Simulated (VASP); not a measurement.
Here is a VASP 6.6.1 calculation.

The input INCAR:

```
PREC     = Accurate       # precision mode
ENCUT    = 520            # plane-wave cutoff, eV
EDIFF    = 1E-6           # SCF threshold, eV
ISMEAR   = 0              # smearing method
SIGMA    = 0.1            # smearing width, eV
LREAL    = F              # projectors in reciprocal space
LASPH    = T              # aspherical terms in the spheres
NELM     = 60             # most SCF steps
ALGO     = Normal         # electronic algorithm
ISIF     = 2              # what is computed and relaxed
LWAVE    = F              # write WAVECAR
LCHARG   = F              # write CHGCAR
GGA      = PS             # functional
NBANDS   = 36             # bands
```

Contents of KPOINTS:

```
regular mesh
0
Gamma
  8 8 8
```

Contents of POSCAR:

```
CoSi
1.0
    4.3858255942      0.0000000000      0.0000000000
    0.0000000000      4.3858255942      0.0000000000
    0.0000000000      0.0000000000      4.3858255942
Co Si
4 4
Direct
    0.1456444670      0.1456444670      0.1456444670
    0.3543555330      0.8543555330      0.6456444670
    0.6456444670      0.3543555330      0.8543555330
    0.8543555330      0.6456444670      0.3543555330
    0.8433288428      0.8433288428      0.8433288428
    0.6566711572      0.1566711572      0.3433288428
    0.3433288428      0.6566711572      0.1566711572
    0.1566711572      0.3433288428      0.6566711572
```

Potentials or basis: VASP PAW PBE potentials, release 64 (Co, Si).

The run is started by

```sh
$ cat potpaw_PBE.64/Co/POTCAR potpaw_PBE.64/Si/POTCAR > POTCAR
$ mpirun -np 1 vasp_std > vasp.out
```

Question: Predict the pressure.

Answer: 0.2 GPa.

Question: Predict the band gap on the k mesh.

Answer: Zero (bands 26 and 27 overlap by 0.23 eV).

Question: What does it give for the largest force?

Answer: 0.008 eV/Å.

Forces on the atoms (eV/Å):
```
Co   0.005  0.005  0.005
Co  -0.005 -0.005  0.005
Co   0.005 -0.005 -0.005
Co  -0.005  0.005 -0.005
Si   0.000  0.000  0.000
Si   0.000  0.000  0.000
Si   0.000  0.000  0.000
Si   0.000  0.000  0.000
```

Caveat: the PAW data sets were made with another functional, which shifts forces and pressure a little; the run has no spin polarisation, though such a crystal can be magnetic. Spin polarisation is off, so any magnetic state and its effect on volume and gap are missing.
